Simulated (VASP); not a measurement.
# As (P6/mmm) in VASP: a series of runs, part 2 of 2

VASP 6.6.1. The steps go on from the part before.

**3. Single point, PBE**

This run uses another cell than the first one, of 26.61 Å³/atom.

The input, INCAR:

```
ALGO     = Normal         # electronic algorithm
EDIFF    = 1E-7           # SCF threshold, eV
ENCUT    = 520            # plane-wave cutoff, eV
GGA      = PE             # functional
ISIF     = 2              # what is computed and relaxed
ISMEAR   = -1             # smearing method
LASPH    = True           # aspherical terms in the spheres
LCHARG   = False          # write CHGCAR
LREAL    = False          # projectors in reciprocal space
LWAVE    = False          # write WAVECAR
NBANDS   = 12             # bands
NELM     = 60             # most SCF steps
PREC     = Accurate       # precision mode
SIGMA    = 0.05           # smearing width, eV
```

The input, KPOINTS:

```
k-points
0
Gamma
  6 6 8
```

The input, POSCAR:

```
As
1.0
    4.5664000000      0.0000000000      0.0000000000
   -2.2832000000      3.9546200000      0.0000000000
    0.0000000000      0.0000000000      2.9470896000
As
2
Direct
    0.3333300000      0.6666700000      0.0000000000
    0.6666700000      0.3333300000      0.0000000000
```

Potentials or basis: VASP PAW PBE potentials, release 64 (As).

Command:

```
$ cat potpaw_PBE.64/As/POTCAR > POTCAR
$ mpirun -np 1 vasp_std > vasp.out
```

OUTCAR:

```text
EDIFF = 1E-7
   ENCUT = 520
   GGA = PE
   ISIF = 2
   ISMEAR = -1
   LASPH = True
   LREAL = False
   NELM = 60
   PREC = Accurate

 ion  position               nearest neighbor table
   1  0.333  0.667  0.000-   2 2.64   2 2.64   2 2.64
   2  0.667  0.333  0.000-   1 2.64   1 2.64   1 2.64

  LATTYP: Found a hexagonal cell.
 ALAT       =     4.5664000000
 C/A-ratio  =     0.6453857744

  Lattice vectors:

 A1 = (   4.5664000000,   0.0000000000,   0.0000000000)
 A2 = (  -2.2832000000,   3.9546200000,   0.0000000000)
 A3 = (   0.0000000000,   0.0000000000,   2.9470896000)

Analysis of symmetry for initial positions (statically):
=====================================================================
 Subroutine PRICEL returns:
 Original cell was already a primitive cell.

 Routine SETGRP: Setting up the symmetry group for a
 hexagonal supercell.

 Subroutine GETGRP returns: Found  8 space group operations
 (whereof  8 operations were pure point group operations)
 out of a pool of 24 trial point group operations.

The static configuration has the point symmetry D_2h.

Analysis of symmetry for dynamics (positions and initial velocities):
=====================================================================
 Subroutine PRICEL returns:
 Original cell was already a primitive cell.

 Routine SETGRP: Setting up the symmetry group for a
 hexagonal supercell.

 Subroutine GETGRP returns: Found  8 space group operations
 (whereof  8 operations were pure point group operations)
 out of a pool of 24 trial point group operations.

The dynamic configuration has the point symmetry D_2h.

 Subroutine INISYM returns: Found  8 space group operations
 (whereof  8 operations are pure point group operations),
 and found     1 'primitive' translations

[... 121 lines left out ...]
   AEXX    =    0.0000 exact exchange contribution
   IVDW    =     0    specifies the selected vdW correction
   LEPSILON=     F    determine dielectric tensor
   LRPA    =     F    only Hartree local field effects (RPA)
 non-spin polarized calculation
  energy-cutoff  :      520.00
  volume of cell :       53.22
 maximum number of plane-waves:      1457
 NGX is ok and might be reduce to    36
   NGX = 17   NGY = 17   NGZ = 11

 number of electron      10.0000000 magnetization

 number of electron       9.9999998 magnetization

 Free energy of the ion-electron system (eV)
  ---------------------------------------------------
  ext. energy  EPLUGINS =         0.00000000
  ---------------------------------------------------
  free energy    TOTEN  =        -8.88077365 eV

  energy without entropy =       -8.86963622  energy(sigma->0) =       -8.87520494

 E-fermi :   3.5689     XC(G=0):  -8.8575

 val. band max:        3.4838976972   @ k =   0.5000   0.5000   0.2500
 cond. band min:       3.5730028686   @ k =   0.3333   0.1667   0.2500
 fundamental gap:      0.0891051715
 Fermi energy:         3.5689172958

 k-point     1 :       0.0000    0.0000    0.0000
  band No.  band energies     occupation
      1     -10.4046      2.00000
      2      -4.7594      2.00000
      3      -0.4980      2.00000
      4      -0.4976      2.00000
      5       3.8011      0.01905
      6       3.8016      0.01888
      7       5.8876      0.00000
      8       8.3192      0.00000
      9       9.8140      0.00000
     10      11.1532      0.00000
     11      17.8259      0.00000
     12      17.8333      0.00000
[... 331 lines left out ...]
 k-point    24 :      -0.1667    0.5000    0.1250
  band No.  band energies     occupation
      1      -8.9574      2.00000
      2      -7.4072      2.00000
      3      -1.6253      2.00000
      4       1.8857      2.00000
      5       4.7019      0.00000
      6       5.0979      0.00000
      7       6.3310      0.00000
      8       8.0834      0.00000
      9       9.1485      0.00000
     10      13.5362      0.00000
     11      13.6863      0.00000
     12      14.8614      0.00000

 [... further k-points ...]

------------------------ aborting loop because EDIFF is reached ----------------------------------------

  FORCE on cell =-STRESS in cart. coord.  units (eV):
  Direction    XX          YY          ZZ          XY          YZ          ZX
  --------------------------------------------------------------------------------------
  -------------------------------------------------------------------------------------
  Total        0.3148564      0.3149242     -2.0617375      0.0000585      0.0000000      0.0000000
  in kB        9.4787512      9.4807912    -62.0685944      0.0017601      0.0000000      0.0000000
  external PRESSURE =     -14.3696840 kB  Pullay stress =       0.0000000 kB

 VOLUME and BASIS-vectors are now :
 -----------------------------------------------------------------------------
  energy-cutoff  :      520.00
  volume of cell :       53.22
      direct lattice vectors                 reciprocal lattice vectors
     4.566400000  0.000000000  0.000000000     0.218990890  0.126434398  0.000000000
    -2.283200000  3.954620000  0.000000000     0.000000000  0.252868796  0.000000000
     0.000000000  0.000000000  2.947089600     0.000000000  0.000000000  0.339317814

 POSITION                                       TOTAL-FORCE (eV/Angst)
 -----------------------------------------------------------------------------------
     -0.00002      2.63643      0.00000         0.000185     -0.000107      0.000000
      2.28322      1.31819      0.00000        -0.000185      0.000107      0.000000
 -----------------------------------------------------------------------------------
    total drift:                                0.000000      0.000000      0.000000

  FREE ENERGIE OF THE ION-ELECTRON SYSTEM (eV)
  ---------------------------------------------------
  free  energy   TOTEN  =        -8.8807736526 eV

  energy  without entropy=       -8.8696362214  energy(sigma->0) =       -8.87520494
```

OSZICAR:

```text
N       E                     dE             d eps       ncg     rms          rms(c)
DAV:   1     0.310894620429E+02    0.31089E+02   -0.39938E+03  1560   0.673E+02
DAV:   2    -0.701136518441E+01   -0.38101E+02   -0.36480E+02  2092   0.107E+02
DAV:   3    -0.889039435165E+01   -0.18790E+01   -0.18652E+01  1984   0.252E+01
DAV:   4    -0.890329584452E+01   -0.12901E-01   -0.12899E-01  1772   0.246E+00
DAV:   5    -0.890336051257E+01   -0.64668E-04   -0.64667E-04  1940   0.179E-01    0.286E+00
DAV:   6    -0.888841646063E+01    0.14944E-01   -0.60606E-03  1788   0.433E-01    0.171E+00
DAV:   7    -0.887991129665E+01    0.85052E-02   -0.15250E-02  1752   0.687E-01    0.938E-02
DAV:   8    -0.888070809045E+01   -0.79679E-03   -0.11071E-03  1628   0.157E-01    0.164E-02
DAV:   9    -0.888075751473E+01   -0.49424E-04   -0.44671E-05  1828   0.347E-02    0.825E-03
DAV:  10    -0.888077261825E+01   -0.15104E-04   -0.19487E-05  1636   0.216E-02    0.186E-03
DAV:  11    -0.888077330323E+01   -0.68497E-06   -0.70765E-07  1904   0.453E-03    0.115E-03
DAV:  12    -0.888077367635E+01   -0.37313E-06   -0.23621E-07  1680   0.257E-03    0.130E-04
DAV:  13    -0.888077365256E+01    0.23791E-07   -0.22973E-09  1184   0.282E-04
   1 F= -.88807737E+01 E0= -.88752049E+01  d E =-.111374E-01
```

It used 59 s of CPU time on 1 thread of AMD EPYC 7R13 Processor (Zen 3), with other jobs on the host.

What came out:

- Free energy: -8.8808 eV
- Pressure: -1.4 GPa
- Band gap on the k mesh: zero (bands 5 and 6 overlap by 4.17 eV)

Stress tensor (GPa, compression positive):
```
 0.95  0.00  0.00
 0.00  0.95  0.00
 0.00  0.00 -6.21
```

**4. Single point, HSE06**

This run uses another cell than the first one, of 25.59 Å³/atom.

Edit POSCAR of step 3 so:

```diff
@@ -4,3 +4,3 @@
    -2.2832000000      3.9546200000      0.0000000000
-    0.0000000000      0.0000000000      2.9470896000
+    0.0000000000      0.0000000000      2.8337400000
 As
```

The input, INCAR.step1:

```
PREC = Accurate
ENCUT = 520
EDIFF = 1E-5
ISMEAR = -1
SIGMA = 0.05
LREAL = F
LASPH = T
NELM = 100
ALGO = Normal
ISIF = 2
LWAVE = T
LCHARG = F
NBANDS = 12
GGA = PE
```

The input, INCAR.step2:

```
PREC = Accurate
ENCUT = 520
EDIFF = 1E-6
ISMEAR = -1
SIGMA = 0.05
LREAL = F
LASPH = T
NELM = 100
ALGO = Normal
ISIF = 2
LWAVE = F
LCHARG = F
GGA = PE
LHFCALC = T
HFSCREEN = 0.2079
PRECFOCK = Normal
NBANDS = 12
ISTART = 1
```

The input, KPOINTS:

```
Automatic mesh
0
Gamma
  4 4 5
```

Command:

```
$ cat potpaw_PBE.64/As/POTCAR > POTCAR
$ cp INCAR.step1 INCAR
$ mpirun -np 1 vasp_std > vasp.out
$ cp INCAR.step2 INCAR
$ mpirun -np 1 vasp_std > vasp.out
```

It used 1000 s of CPU time on 1 thread of AMD EPYC 7R13 Processor (Zen 3), on a shared host.

Results (log left out):

```yaml
Free_energy: -10.4232 eV
Pressure: -3.1 GPa
Band_gap_on_the_k_mesh: zero (bands 5 and 6 overlap by 4.01 eV)
```

Stress tensor (GPa, compression positive):
```
-6.02  0.00  0.00
 0.00 -6.02  0.00
 0.00  0.00  2.66
```

Levels at points of the mesh, in eV from the Fermi level:
| k point | band 1 | band 2 | band 3 | band 4 | band 5 | band 6 | band 7 | band 8 | band 9 | band 10 |
| --- | --- | --- | --- | --- | --- | --- | --- | --- | --- | --- |
| (0.00, 0.00, 0.00) | -15.87 | -9.54 | -4.80 | -4.80 | 0.28 | 0.28 | 3.62 | 5.04 | 8.04 | 8.91 |
| (0.50, 0.00, 0.00) | -14.47 | -12.82 | -5.80 | -3.45 | 2.70 | 4.13 | 4.80 | 6.05 | 6.15 | 8.62 |
| (0.50, 0.50, 0.00) | -14.47 | -12.82 | -5.80 | -3.45 | 2.70 | 4.13 | 4.80 | 6.05 | 6.15 | 8.62 |

Caveat: the k points lie up to 0.44 Å⁻¹ apart, too coarse for converged energies and pressures of a metal; the PAW data sets were made with another functional, which shifts forces and pressure a little.

**5. Single point, PBE0**

This run uses another cell than the first one, of 25.59 Å³/atom.

POSCAR is that of step 4.

The input, INCAR.step1:

```
ALGO = Normal
EDIFF = 1E-5
ENCUT = 520
GGA = PE
ISIF = 2
ISMEAR = -1
LASPH = True
LCHARG = False
LREAL = False
LWAVE = True
NBANDS = 12
NELM = 80
PREC = Accurate
SIGMA = 0.05
```

The input, INCAR.step2:

```
AEXX = 0.25
ALGO = Normal
EDIFF = 1E-6
ENCUT = 520
GGA = PE
ISIF = 2
ISMEAR = -1
ISTART = 1
LASPH = True
LCHARG = False
LHFCALC = True
LREAL = False
LWAVE = False
NBANDS = 12
NELM = 80
PREC = Accurate
PRECFOCK = Normal
SIGMA = 0.05
```

The input, KPOINTS:

```
k-points
0
Gamma
  4 4 5
```

Command:

```
$ cat potpaw_PBE.64/As/POTCAR > POTCAR
$ cp INCAR.step1 INCAR
$ mpirun -np 1 vasp_std > vasp.out
$ cp INCAR.step2 INCAR
$ mpirun -np 1 vasp_std > vasp.out
```

Wall time 13 min (1 thread of AMD EPYC 7R13 (Zen 3), shared host); peak memory 0.15 GiB.

The run converged. Its results:

```yaml
Free_energy: -11.5417 eV
Pressure: -3.4 GPa
Largest_force: 0.127 eV/Å
Band_gap_on_the_k_mesh: zero (bands 5 and 6 overlap by 4.69 eV)
```

Forces in eV/Å, atoms in the order of the input:
```
As  -0.110  0.064  0.000
As   0.110 -0.064  0.000
```

Stress tensor (GPa, compression positive):
```
-5.93 -0.57  0.00
-0.57 -6.58  0.00
 0.00  0.00  2.35
```

Levels at points of the mesh, in eV from the Fermi level:
```csv
k point,band 1,band 2,band 3,band 4,band 5,band 6,band 7,band 8,band 9,band 10
"(0.00, 0.00, 0.00)",-16.26,-9.92,-5.13,-5.12,0.66,0.67,4.02,5.40,8.50,9.33
"(0.50, 0.00, 0.00)",-14.86,-13.20,-6.17,-3.78,3.11,4.56,5.25,6.44,6.60,9.05
"(0.50, 0.50, 0.00)",-14.86,-13.22,-6.16,-3.77,3.09,4.56,5.19,6.43,6.61,9.05
```

Caveat: the k points lie up to 0.44 Å⁻¹ apart, too coarse for converged energies and pressures of a metal; the PAW data sets were made with another functional, which shifts forces and pressure a little.

**6. Overview**

```csv
level,cell,k mesh,grid for exact exchange (PRECFOCK),share of exact exchange,screening parameter,gap on the mesh (eV),pressure (GPa)
PBE,"a = 4.566, b = 4.566, c = 2.890 Å, angles 90.0, 90.0, 120.0°, 2 atoms",6 × 6 × 8,-,-,-,none,-0.7
PBE,"a = 4.566, b = 4.566, c = 2.947 Å, angles 90.0, 90.0, 120.0°, 2 atoms",6 × 6 × 8,-,-,-,none,-1.4
HSE06,"a = 4.566, b = 4.566, c = 2.834 Å, angles 90.0, 90.0, 120.0°, 2 atoms",4 × 4 × 5,Normal,0.25,0.2079 1/Å,none,-3.1
PBE0,"a = 4.566, b = 4.566, c = 2.834 Å, angles 90.0, 90.0, 120.0°, 2 atoms",4 × 4 × 5,Normal,0.25,-,none,-3.4
```

Alike in all rows: task single point; potentials or basis VASP PAW PBE potentials, release 64 (As); no spin polarisation; cutoff (eV) 520; smearing fermi-dirac 0.05 eV.

Caveats: some runs use coarse meshes; the PAW data sets were made with another functional, which shifts forces and pressure a little (at least some runs).

Total energies depend on the potentials used, so only differences within one code and one set of settings carry meaning.
